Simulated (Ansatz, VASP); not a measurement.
# Two plane-wave programs on Ba

```
Ba
1.0
     6.40528    0.00000    0.00000
    -3.20264    5.54714    0.00000
     0.00000    0.00000    5.47766
Ba
2
Direct
  0.00000 0.00000 0.26667
  0.00000 0.00000 0.73333
```

Alike in both runs: task relaxation of cell and atoms; functional PBE; k mesh 3 × 3 × 4; occupations gaussian, width 0.1 eV; no spin polarisation.

|  | VASP | Ansatz |
| --- | --- | --- |
| version | VASP 6.6.1 | Ansatz 0.2.0 |
| potentials or method | VASP PAW PBE potentials, release 64 (Ba_sv), cutoff 600 eV | scalar-relativistic, plane waves, PAW |
| valence electrons in the cell | 20 | 20 |

|  | VASP | Ansatz | Ansatz less VASP |
| --- | --- | --- | --- |
| gap on the k mesh at the Fermi level, each at its own relaxed structure (eV) | none | none | - |
| relaxed volume (Å³/atom) | 56.40 | 55.30 | -1.094 |
| relaxed cell length with the largest relative difference (Å) | 7.571 | 7.515 | -0.0562 |

A gap of «none» marks a metal or a gap that the smearing closes.

The k mesh is coarse, so the values compare programs but aren't converged. Neither program's run includes spin-orbit coupling. Noted on VASP's run: the volume moved by over 15 % at a fixed basis, so the end points are rough.
